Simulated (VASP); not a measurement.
# Al (Fm-3m) in VASP: notebook

Al is run at these levels: r2SCAN; tasks: single point.

Program: VASP 6.6.1. These are calculated values, not measurements. Logs are shortened: lines on timing, memory, paths and dates and some standing lists are left out, and cuts for length are marked.

## Step 1: The cell of the first run

Symmetry: Fm-3m, No. 225, cubic system. Conventional cell: a = 3.906 Å, b = 3.906 Å, c = 3.906 Å, α = 90.00°, β = 90.00°, γ = 90.00°. Within 3.6 Å of Al (site symmetry m-3m) lie 12 Al at 2.76 Å.

## Step 2: Single point, r2SCAN (functional r2SCAN, strained)

POSCAR

```
Al
1.0
    0.0000000000      1.9529787816      1.9529787816
    1.9529787816      0.0000000000      1.9529787816
    1.9529787816      1.9529787816      0.0000000000
Al
1
Direct
    0.0000000000      0.0000000000      0.0000000000
```

INCAR.step1

```
  PREC = Accurate
  ENCUT = 520
  ISMEAR = 0
  SIGMA = 0.1
  LREAL = F
  LASPH = T
  NELM = 60
  NBANDS = 8
  GGA = PE
  ALGO = Normal
  EDIFF = 1E-4
  LWAVE = T
  LCHARG = F
```

INCAR.step2

```
  PREC = Accurate
  ENCUT = 520
  EDIFF = 1E-6
  ISMEAR = 0
  SIGMA = 0.1
  LREAL = F
  LASPH = T
  NELM = 60
  ALGO = Normal
  ISIF = 2
  LWAVE = F
  LCHARG = F
  METAGGA = R2SCAN
  LMIXTAU = T
  NBANDS = 8
  ISTART = 1
```

KPOINTS

```
regular mesh
0
Gamma
  18 18 18
```

Potentials or basis: VASP PAW PBE potentials, release 64 (Al).

Command:

```bash
cat potpaw_PBE.64/Al/POTCAR > POTCAR
cp INCAR.step1 INCAR
mpirun -np 1 vasp_std > vasp.out
cp INCAR.step2 INCAR
mpirun -np 1 vasp_std > vasp.out
```

OUTCAR:

```text
PREC = Accurate
   ENCUT = 520
   EDIFF = 1E-6
   ISMEAR = 0
   LREAL = F
   LASPH = T
   NELM = 60
   ISIF = 2
   METAGGA = R2SCAN
   ISTART = 1

 ion  position               nearest neighbor table
   1  0.000  0.000  0.000-

  LATTYP: Found a face centered cubic cell.
 ALAT       =     3.9059575632

  Lattice vectors:

 A1 = (   0.0000000000,   1.9529787816,   1.9529787816)
 A2 = (   1.9529787816,   0.0000000000,   1.9529787816)
 A3 = (   1.9529787816,   1.9529787816,   0.0000000000)

Analysis of symmetry for initial positions (statically):
=====================================================================
 Subroutine PRICEL returns:
 Original cell was already a primitive cell.

 Routine SETGRP: Setting up the symmetry group for a
 face centered cubic supercell.

 Subroutine GETGRP returns: Found 48 space group operations
 (whereof 48 operations were pure point group operations)
 out of a pool of 48 trial point group operations.

The static configuration has the point symmetry O_h .

Analysis of symmetry for dynamics (positions and initial velocities):
=====================================================================
 Subroutine PRICEL returns:
 Original cell was already a primitive cell.

 Routine SETGRP: Setting up the symmetry group for a
 face centered cubic supercell.

 Subroutine GETGRP returns: Found 48 space group operations
 (whereof 48 operations were pure point group operations)
 out of a pool of 48 trial point group operations.

The dynamic configuration has the point symmetry O_h .

 Subroutine INISYM returns: Found 48 space group operations
 (whereof 48 operations are pure point group operations),
 and found     1 'primitive' translations

----------------------------------------------------------------------------------------

                                     Primitive cell

  volume of cell :      14.8978

  direct lattice vectors                    reciprocal lattice vectors
     0.000000000  1.952978782  1.952978782    -0.256019167  0.256019167  0.256019167
     1.952978782  0.000000000  1.952978782     0.256019167 -0.256019167  0.256019167
     1.952978782  1.952978782  0.000000000     0.256019167  0.256019167 -0.256019167

  length of vectors
     2.761929080  2.761929080  2.761929080     0.443438204  0.443438204  0.443438204

  position of ions in fractional coordinates (direct lattice)
     0.000000000  0.000000000  0.000000000
[... 72 lines left out ...]
   LSORBIT =      F    spin-orbit coupling
   LASPH  =      T    aspherical Exc in radial PAW
   ENCUT  =  520.0 eV  38.22 Ry    6.18 a.u.   5.14  5.14  5.14*2*pi/ulx,y,z
   NELM   =     60;   NELMIN=  2; NELMDL=  0     # of ELM steps
   EDIFF  = 0.1E-05   stopping-criterion for ELM
   LREAL  =      F    real-space projection
   EDIFFG = 0.1E-04   stopping-criterion for IOM
   NSW    =      0    number of steps for IOM
   IBRION =     -1    ionic relax: 0-MD 1-quasi-New 2-CG
   NFREE  =      0    steps in history (QN), initial steepest desc. (CG)
   ISIF   =      2    stress and relaxation
   ISYM   =      2    0-nonsym 1-usesym 2-fastsym
   POTIM  = 0.5000    time-step for ionic-motion
   TEBEG  =    0.0;   TEEND  =   0.0 temperature during run
   PSTRESS=    0.0 pullay stress
   NELECT =       3.0000    total number of electrons
   NUPDOWN=      -1.0000    fix difference up-down
   EMIN   =  10.00;   EMAX   =-10.00  energy-range for DOS
   EFERMI =   0.00;   METHOD = LEGACY
   ISMEAR =     0;   SIGMA  =   0.10  broadening in eV -4-tet -1-fermi 0-gaus
   EFERMI_NEDOS =   21; number of points for ismear=-14 and -15
   IALGO  =     38    algorithm
   IMIX   =      4    mixing-type and parameters
     AMIX     =   0.40;   BMIX     =  1.00
     AMIX_MAG =   1.60;   BMIX_MAG =  1.00
  volume/ion in A,a.u.               =      14.90       100.54
  Fermi-wavevector in a.u.,A,eV,Ry     =   0.959565  1.813315 12.527768  0.920765
  Thomas-Fermi vector in A             =   2.088772
   LORBIT       =      0    0 simple, 1 ext, 2 COOP (PROOUT), +10 PAW based schemes
   METAGGA = R2SCAN    functional components
   LHFCALC =     F    Hartree Fock is set to
   AEXX    =    0.0000 exact exchange contribution
   IVDW    =     0    specifies the selected vdW correction
   LEPSILON=     F    determine dielectric tensor
   LRPA    =     F    only Hartree local field effects (RPA)
 non-spin polarized calculation
 Gauss-broadening in eV      SIGMA  =   0.10
  energy-cutoff  :      520.00
  volume of cell :       14.90
 maximum number of plane-waves:       412
 NGX is ok and might be reduce to    24
   NGX = 11   NGY = 11   NGZ = 11

 number of electron       3.0000000 magnetization

 Free energy of the ion-electron system (eV)
  ---------------------------------------------------
  ext. energy  EPLUGINS =         0.00000000
  ---------------------------------------------------
  free energy    TOTEN  =        -6.71873642 eV

  energy without entropy =       -6.71675128  energy(sigma->0) =       -6.71774385

 E-fermi :   9.1263     XC(G=0): -11.2902

 val. band max:        9.1171388984   @ k =  -0.3889   0.3889   0.0000
 cond. band min:       9.1848154006   @ k =   0.5000   0.3889   0.0000
 fundamental gap:      0.0676765022
 Fermi energy:         9.1262796817

 k-point     1 :       0.0000    0.0000    0.0000
  band No.  band energies     occupation
      1      -3.4591      2.00000
      2      23.0381      0.00000
      3      23.0381      0.00000
      4      23.0381      0.00000
      5      25.8030      0.00000
      6      25.8030      0.00000
      7      25.8030      0.00000
      8      27.2447      0.00000
[... 243 lines left out ...]
 k-point    24 :      -0.2222    0.0556    0.0000
  band No.  band energies     occupation
      1      -1.5995      2.00000
      2      13.4404      0.00000
      3      19.6918      0.00000
      4      22.8416      0.00000
      5      24.9436      0.00000
      6      26.0702      0.00000
      7      26.6768      0.00000
      8      29.1169      0.00000

 [... further k-points ...]
[... 5 lines left out ...]
  --------------------------------------------------------------------------------------
  -------------------------------------------------------------------------------------
  Total        0.6139301      0.6139301      0.6139301     -0.0000000     -0.0000000      0.0000000
  in kB       66.0247784     66.0247784     66.0247784     -0.0000000     -0.0000000      0.0000000
  external PRESSURE =      66.0247784 kB  Pullay stress =       0.0000000 kB

 VOLUME and BASIS-vectors are now :
 -----------------------------------------------------------------------------
  energy-cutoff  :      520.00
  volume of cell :       14.90
      direct lattice vectors                 reciprocal lattice vectors
     0.000000000  1.952978782  1.952978782    -0.256019167  0.256019167  0.256019167
     1.952978782  0.000000000  1.952978782     0.256019167 -0.256019167  0.256019167
     1.952978782  1.952978782  0.000000000     0.256019167  0.256019167 -0.256019167

 POSITION                                       TOTAL-FORCE (eV/Angst)
 -----------------------------------------------------------------------------------
      0.00000      0.00000      0.00000         0.000000     -0.000000     -0.000000
 -----------------------------------------------------------------------------------
    total drift:                                0.000000      0.000000      0.000000

  FREE ENERGIE OF THE ION-ELECTRON SYSTEM (eV)
  ---------------------------------------------------
  free  energy   TOTEN  =        -6.7187364164 eV

  energy  without entropy=       -6.7167512766  energy(sigma->0) =       -6.71774385
```

OSZICAR.step1:

```text
N       E                     dE             d eps       ncg     rms          rms(c)
DAV:   1    -0.215944852408E+01   -0.21594E+01   -0.85728E+02  3128   0.205E+02
DAV:   2    -0.371844257995E+01   -0.15590E+01   -0.14881E+01  4400   0.199E+01
DAV:   3    -0.372484821268E+01   -0.64056E-02   -0.64044E-02  4080   0.145E+00
DAV:   4    -0.372486266285E+01   -0.14450E-04   -0.14449E-04  4792   0.580E-02
DAV:   5    -0.372486268500E+01   -0.22147E-07   -0.21479E-07  4096   0.128E-03    0.150E+00
DAV:   6    -0.371050516657E+01    0.14358E-01   -0.11756E-03  4272   0.165E-01    0.871E-01
DAV:   7    -0.370006316631E+01    0.10442E-01   -0.36480E-03  4144   0.271E-01    0.169E-01
DAV:   8    -0.370005982123E+01    0.33451E-05   -0.11594E-05  3992   0.241E-02
   1 F= -.37000598E+01 E0= -.36987669E+01  d E =-.258576E-02
```

Run time: 66 s. Hardware: 1 thread of Intel Xeon Platinum 8259CL at 2.50GHz (Skylake/Cascade Lake), shared host; peak memory 0.15 GiB.

Results:

| Property | Result |
| --- | --- |
| Free energy | -6.7187 eV |
| Pressure | 6.6 GPa |

Levels at points of the mesh, in eV from the Fermi level:
```tsv
k point	band 1	band 2	band 3	band 4
(0.00, 0.00, 0.00)	-12.59	13.91	13.91	13.91
(0.50, 0.00, 0.00)	-5.43	-4.68	12.57	12.57
(0.50, 0.50, 0.00)	-3.41	-1.72	5.48	6.52
```

Caveat: the cell differs from its parent crystal (functional r2SCAN, strained); the PAW data sets were made with another functional, which shifts forces and pressure a little.

## Step 3: Single point, r2SCAN (functional r2SCAN, strained)

POSCAR

```
Al
1.0
    0.0000000000      2.0311651290      2.0311651290
    2.0311651290      0.0000000000      2.0311651290
    2.0311651290      2.0311651290      0.0000000000
Al
1
Direct
    0.0000000000      0.0000000000      0.0000000000
```

INCAR.step1

```
ALGO = Normal
EDIFF = 1E-4
ENCUT = 520
GGA = PE
ISMEAR = 0
LASPH = True
LCHARG = False
LREAL = False
LWAVE = True
NBANDS = 8
NELM = 80
PREC = Accurate
SIGMA = 0.1
```

INCAR.step2

```
ALGO = Normal
EDIFF = 1E-7
ENCUT = 520
ISIF = 2
ISMEAR = 0
ISTART = 1
LASPH = True
LCHARG = False
LMIXTAU = True
LREAL = False
LWAVE = False
METAGGA = R2SCAN
NBANDS = 8
NELM = 80
PREC = Accurate
SIGMA = 0.1
```

KPOINTS

```
k-points
0
Gamma
  18 18 18
```

Potentials or basis: VASP PAW PBE potentials, release 64 (Al).

Command:

```bash
cat potpaw_PBE.64/Al/POTCAR > POTCAR
cp INCAR.step1 INCAR
mpirun -np 1 vasp_std > vasp.out
cp INCAR.step2 INCAR
mpirun -np 1 vasp_std > vasp.out
```

It took 72 s on 1 thread of Intel Xeon Platinum 8259CL at 2.50GHz (Skylake/Cascade Lake), shared host; peak memory 0.15 GiB.

It converged, with:

| Quantity | Value |
| --- | --- |
| Free energy | -6.7232 eV |
| Pressure | -4.5 GPa |

Levels at points of the mesh, in eV from the Fermi level:
```csv
k point,band 1,band 2,band 3,band 4,band 5
"(0.00, 0.00, 0.00)",-11.73,13.23,13.23,13.23,15.01
"(0.50, 0.00, 0.00)",-4.93,-4.51,12.01,12.01,12.14
"(0.50, 0.50, 0.00)",-3.12,-1.64,5.46,5.92,5.92
```

Caveat: the cell differs from its parent crystal (functional r2SCAN, strained); the PAW data sets were made with another functional, which shifts forces and pressure a little.
